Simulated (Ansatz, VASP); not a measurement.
One calculation of SiC, two programs

```xyz
2
Lattice="2.7864 0.0000 0.0000 0.0000 2.7864 0.0000 0.0000 0.0000 2.7864" Properties=species:S:1:pos:R:3 pbc="T T T"
Si    1.3932    1.3932    1.3932
C     0.0000    0.0000    0.0000
```

Alike in both runs: task single point; functional PBE; k mesh 6 × 6 × 6; occupations gaussian, width 0.1 eV; no spin polarisation.

|  | VASP | Ansatz |
| --- | --- | --- |
| version | VASP 6.6.1 | Ansatz 0.2.0 |
| potentials or method | VASP PAW PBE potentials, release 64 (Si, C), cutoff 520 eV | scalar-relativistic, plane waves, PAW |
| valence electrons in the cell | 8 | 8 |

VASP gave:

```
gap on the k mesh at the Fermi level (eV) : none
pressure (GPa)                            : -19.5
```

Estimate Ansatz's values.

gap on the k mesh at the Fermi level (eV): none; pressure (GPa): -19.6.

A gap of «none» marks a metal or a gap that the smearing closes. With one functional, cell and mesh, what is left measures potentials, basis and numerics.

The k mesh is coarse, so the values compare programs but aren't converged.
